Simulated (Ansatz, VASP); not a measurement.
# One calculation of PbI2, two programs

```
CELL_PARAMETERS angstrom
10.76000 0.00000 0.00000
0.00000 9.07000 0.00000
0.00000 0.00000 13.49000
ATOMIC_POSITIONS crystal
Pb 0.58168 0.50344 0.49994
I 0.41822 0.49614 0.66630
I 0.41822 0.49614 0.33358
```

Alike in both runs: task single point; functional PBE; k mesh 1 × 1 × 1; occupations gaussian, width 0.01 eV; no spin polarisation.

|  | VASP | Ansatz |
| --- | --- | --- |
| version | VASP 6.6.1 | Ansatz 0.2.0 |
| potentials or method | VASP PAW PBE potentials, release 64 (Pb_d, I), cutoff 520 eV | scalar-relativistic, plane waves, PAW |
| valence electrons in the cell | 28 | 48 |

|  | VASP | Ansatz | Ansatz less VASP |
| --- | --- | --- | --- |
| gap on the k mesh at the Fermi level (eV) | 2.32 | 2.32 | 0.000 |
| rms of the force components (eV/Å) | 0.057 | 0.058 | +0.0010 |

Atom by atom the forces differ by 0.001 eV/Å (rms over components). VASP's potentials hold 28 valence electrons a cell and Ansatz's 48, so a difference there can come from the potentials and not from the codes.

Neither program's run includes spin-orbit coupling.
